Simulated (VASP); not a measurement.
WS2:

```
W S
1.0
     3.16995    0.00000    0.00000
    -1.58497    2.74525    0.00000
     0.00000    0.00000   12.49107
W S
2 4
Direct
  0.33333 0.66667 0.25000
  0.66667 0.33333 0.75000
  0.66667 0.33333 0.37511
  0.66667 0.33333 0.12489
  0.33333 0.66667 0.87511
  0.33333 0.66667 0.62489
```

Base run:

- Program: VASP 6.6.1
- Functional: PBE
- Potentials or basis: VASP PAW PBE potentials, release 64 (W_sv, S)
- Cutoff: 520 eV
- k mesh: 6 × 6 × 2
- Occupations: gaussian, width 0.01 eV
- Spin: no spin polarisation

Its results: band gap on the k mesh 1.06 eV, indirect (least direct gap 1.77 eV); pressure 3.2 GPa; largest force 0.203 eV/Å.

Question: The run is repeated on the same cell with these changes: functional from PBE to LDA; potentials or basis from VASP PAW PBE potentials, release 64 (W_sv, S) to VASP PAW LDA potentials, release 64 (W_sv, S). What comes out?

Answer: Band gap on the k mesh 0.98 eV, indirect (least direct gap 1.76 eV); pressure -4.4 GPa; largest force 0.243 eV/Å.

Caveats: spin-orbit coupling is left out, which moves the levels of the heavy elements; this functional lacks dispersion, which binds the layers, so the pressure and a relaxed spacing across them are unreliable (some runs).

A k mesh can miss the band edges.
